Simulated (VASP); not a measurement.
A run of VASP 6.6.1 is set up as follows.

File INCAR:

```
SYSTEM = Mn
PREC = Accurate
ENCUT = 500
EDIFF = 1E-6
ISMEAR = 0
SIGMA = 0.1
LREAL = .FALSE.
LASPH = .TRUE.
NELM = 200
ALGO = Normal
ISIF = 2
LWAVE = .FALSE.
LCHARG = .FALSE.
ISPIN = 2
MAGMOM = 0.76
LORBIT = 11
LMAXMIX = 4
LDAU = .TRUE.
LDAUTYPE = 2
LDAUL = 2
LDAUU = 3.6
LDAUJ = 0
LDAUPRINT = 1
GGA = PE
IVDW = 12
NBANDS = 16
GGA_COMPAT = .FALSE.
```

File KPOINTS:

```
Automatic mesh
0
G
  8 8 8
  0 0 0
```

File POSCAR:

```
Mn
1.0
   -1.4382487772      1.4382487772      1.4382487772
    1.4382487772     -1.4382487772      1.4382487772
    1.4382487772      1.4382487772     -1.4382487772
Mn
1
Direct
    0.0000000000      0.0000000000      0.0000000000
```

Potentials or basis: VASP PAW PBE potentials, release 64 (Mn_pv).

The run is started by

```sh
$ cat potpaw_PBE.64/Mn_pv/POTCAR > POTCAR
$ mpirun -np 1 vasp_std > vasp.out
```

Q: Estimate the pressure.

A: -0.6 GPa.

Q: Estimate the site moments.

A: Mn -0.42 μB.

Q: Predict the dispersion energy per atom.

A: -0.341 eV.

Eigenvalues of the final occupation matrices:
```tsv
site	spin	trace	eigenvalues
site 1 d	1	2.37	0.37 0.37 0.37 0.64 0.64
site 1 d	2	2.76	0.19 0.19 0.79 0.79 0.79
```

Caveat: the k points lie up to 0.39 Å⁻¹ apart; the U is typed as a test and isn't derived for this compound. The state reached can hang on the start; a lower one may exist.
